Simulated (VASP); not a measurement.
Wanted: the native input for a VASP 6.6.1 run.

```
Task                   : single point
Functional             : PBE
Potentials or basis    : VASP PAW PBE potentials, release 64 (Ti_sv, Al)
Cutoff                 : 520 eV
k mesh                 : 12 × 12 × 6
Occupations            : gaussian, width 0.1 eV
Spin                   : collinear spin
Starting moments       : [0.0, 0.0, 0.33, 0.0, 0.0] μB
Dipole correction      : no
Further INCAR settings : ALGO = Normal; EDIFF = 1e-06; NBANDS = 33
```

The structure of Ti3Al2 lies in POSCAR:

```
Ti3Al2
1.0
    4.0472564630      0.0000000000      0.0000000000
   -2.0236282315      3.5050269126      0.0000000000
    0.0000000000      0.0000000000      7.9139297450
Ti Al
3 2
Direct
    0.0000000000      0.0000000000      0.2037693121
    0.0000000000      0.0000000000      0.7962306879
    0.0000000000      0.0000000000      0.5000000000
    0.3333333333      0.6666666667      0.0000000000
    0.6666666667      0.3333333333      0.0000000000
```

The cell was built from a structure type or drawn by symmetry, and may not be a known phase.

These files were run (other wordings do the same):

INCAR

```
SYSTEM = Ti3Al2
ALGO = Normal
EDIFF = 1E-6
ENCUT = 520
GGA = PE
ISIF = 2
ISMEAR = 0
ISPIN = 2
LASPH = .True.
LCHARG = .False.
LMAXMIX = 4
LORBIT = 11
LREAL = .False.
LWAVE = .False.
MAGMOM = 0 0 0.33 0 0
NBANDS = 33
NELM = 150
PREC = Accurate
SIGMA = 0.1
```

KPOINTS

```
k-points
0
Gamma
  12 12 6
  0 0 0
```

Potentials or basis: VASP PAW PBE potentials, release 64 (Ti_sv, Al).

Command:

```sh
$ cat potpaw_PBE.64/Ti_sv/POTCAR potpaw_PBE.64/Al/POTCAR > POTCAR
$ mpirun -np 1 vasp_std > vasp.out
```

It gave:

| Item | Value |
| --- | --- |
| Pressure | 0.1 GPa |
| Largest force | 0.033 eV/Å |
| Band gap on the k mesh | zero (filled and empty bands overlap) |
| Net moment | 0.00 μB per cell |
| Valence electrons inside the program's atomic spheres | Ti 10.24, 10.29 (each value once); Al 0.93 |

It took 19 min on 1 thread of Oxide Virtual Turin-like Processor, with other jobs on the host, peak memory 0.49 GiB.
